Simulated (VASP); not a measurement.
A run of VASP 6.6.1 is set up as follows.

Contents of INCAR:

```
PREC = Accurate
ENCUT = 520
EDIFF = 1E-7
ISMEAR = -1
SIGMA = 0.1
LREAL = False
LASPH = True
NELM = 100
ALGO = Normal
ISIF = 2
LWAVE = False
LCHARG = False
GGA = CA
NBANDS = 8
```

Contents of KPOINTS:

```
Automatic mesh
0
Gamma
  14 14 14
```

POSCAR

```
Si
1.0
    2.3952341303      0.0000000000      0.0000000000
    0.0000000000      2.3952341303      0.0000000000
    0.0000000000      0.0000000000      2.3952341303
Si
1
Direct
    0.0000000000      0.0000000000      0.0000000000
```

Potentials or basis: VASP PAW LDA potentials, release 64 (Si).

The run is started by

```bash
$ cat potpaw_LDA.64/Si/POTCAR > POTCAR
$ mpirun -np 1 vasp_std > vasp.out
```

(1) What does it give for the band gap on the k mesh?

(2) Estimate the pressure.

Answers

(1) zero (band 2 reaches 17.89 eV, above the bottom of band 3 at 7.29 eV).

(2) 19.4 GPa.
